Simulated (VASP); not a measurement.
WS2 (Tungstenite):

```
CELL_PARAMETERS angstrom
3.18000 0.00000 0.00000
-1.59000 2.75396 0.00000
0.00000 0.00000 12.50000
ATOMIC_POSITIONS crystal
W 0.66667 0.33333 0.75000
W 0.33333 0.66667 0.25000
S 0.66667 0.33333 0.37500
S 0.33333 0.66667 0.87500
S 0.66667 0.33333 0.12500
S 0.33333 0.66667 0.62500
```

* Program: VASP 6.6.1
* Task: relaxation of cell and atoms
* Functional: PBE
* Potentials or basis: VASP PAW PBE potentials, release 64 (W_sv, S)
* Cutoff: 600 eV
* k mesh: 10 × 10 × 3
* Occupations: fermi-dirac, width 0.05 eV
* Spin: no spin polarisation
* Hubbard terms: W d U = 5.3 eV

At the start: pressure 6.7 GPa; volume 18.24 Å³/atom.

Question: Where does the relaxation end?

Answer: Over 40 steps the energy falls by 25.5 meV/atom and the volume is 21.35 Å³/atom (+17.0 %); space group P6_3/mmc (No. 194, to 0.05 Å).

Step by step:
```
step  energy change (eV)  largest force (eV/Å)  pressure (GPa)  volume (Å³)
   1              0.0000                0.6416            6.74       109.47
   2              0.3134                1.6950          -10.73       122.08
   3             -0.0904                0.2137            0.10       113.33
   4             -0.0904                0.1904            0.29       113.21
   5             -0.0964                0.1423            0.15       113.85
   6             -0.1028                0.0196           -0.17       115.48
   7             -0.1063                0.0176           -0.14       115.73
   8             -0.1157                0.0110           -0.05       116.49
   9             -0.1298                0.0066            0.20       117.99
  10             -0.1436                0.0606            0.87       120.95
  11             -0.1448                0.0886            1.22       122.28
  12             -0.1495                0.0806            0.02       124.16
  13             -0.1495                0.0874           -0.03       124.24
  14             -0.1505                0.0649           -0.09       124.59
  15             -0.1510                0.0073           -0.23       125.49
  16             -0.1512                0.0272           -0.18       125.19
  17             -0.1514                0.0130            0.09       125.06
  18             -0.1514                0.0070            0.05       125.08
  19             -0.1515                0.0001            0.08       125.10
  20             -0.1515                0.0189            0.11       125.15
  21             -0.1516                0.0130            0.09       125.13
  22             -0.1516                0.0260            0.00       125.29
  23             -0.1517                0.0311           -0.04       125.35
  24             -0.1517                0.0410           -0.11       125.48
  25             -0.1517                0.0398           -0.11       125.51
  26             -0.1518                0.0356           -0.11       125.62
  27             -0.1520                0.0278           -0.11       125.82
  28             -0.1522                0.0111           -0.12       126.23
  29             -0.1522                0.0225           -0.12       127.05
  30             -0.1523                0.0032           -0.12       126.57
  31             -0.1525                0.0125           -0.03       126.66
  32             -0.1527                0.0411            0.23       126.94
  33             -0.1528                0.0337            0.21       127.07
  34             -0.1531                0.0108            0.14       127.46
  35             -0.1530                0.0324            0.04       128.24
  36             -0.1532                0.0066            0.10       127.80
  37             -0.1532                0.0117            0.05       127.88
  38             -0.1532                0.0201           -0.05       128.04
  39             -0.1533                0.0103           -0.03       128.07
  40             -0.1533                0.0027            0.00       128.09
```

Final structure:
```yaml
crystal:
  lattice:
    - [3.21744, 0.00000, 0.00000]
    - [-1.60872, 2.78638, 0.00000]
    - [0.00000, 0.00000, 14.28730]
  atoms:
    - { symbol: W, position: [0.66667, 0.33333, 0.75000] }
    - { symbol: W, position: [0.33333, 0.66667, 0.25000] }
    - { symbol: S, position: [0.66667, 0.33333, 0.36106] }
    - { symbol: S, position: [0.33333, 0.66667, 0.86106] }
    - { symbol: S, position: [0.66667, 0.33333, 0.13894] }
    - { symbol: S, position: [0.33333, 0.66667, 0.63894] }
```

Caveat: the volume moved by over 15 % at a fixed basis, so the end points are rough; this functional lacks dispersion, which binds the layers, so the pressure and a relaxed spacing across them are unreliable; the volume moved by +17 % from the deposited cell, more than functionals usually miss.
